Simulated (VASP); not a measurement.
Runs of VASP 6.6.1 on La3InB. The structure is cubic, space group Pm-3m (No. 221). Conventional cell: a = 5.329 Å, b = 5.329 Å, c = 5.329 Å, α = 90.00°, β = 90.00°, γ = 90.00°. Within 3.5 Å of La (site symmetry 4/mmm) lie 2 B at 2.66 Å. Within 4.9 Å of In (site symmetry m-3m) lie 12 La at 3.77 Å and 8 B at 4.62 Å. Within 3.5 Å of B (site symmetry m-3m) lie 6 La at 2.66 Å. 

| smearing | gap on the mesh (eV) | pressure (GPa) |
| --- | --- | --- |
| fermi-dirac 0.05 eV | none | 0.6 |
| fermi-dirac 0.3 eV | none | (a) |
| fermi-dirac 0.2 eV | none | 0.8 |
| fermi-dirac 0.1 eV | none | 0.6 |

Alike in all rows: task single point; level r2SCAN; potentials or basis VASP PAW PBE potentials, release 64 (La, In_d, B); no spin polarisation; cell as given; k mesh 4 × 4 × 4, shifted; cutoff (eV) 520.

Question: Estimate the missing entries.

Answer: (a) 1.0.

Caveats: the PAW data sets were made with another functional, which shifts forces and pressure a little; spin-orbit coupling is left out, which moves the levels of the heavy elements.

A k mesh can miss the band edges, and the runs leave out spin-orbit coupling on In, La.

A gap of «none» marks levels without a gap at the run's occupations.
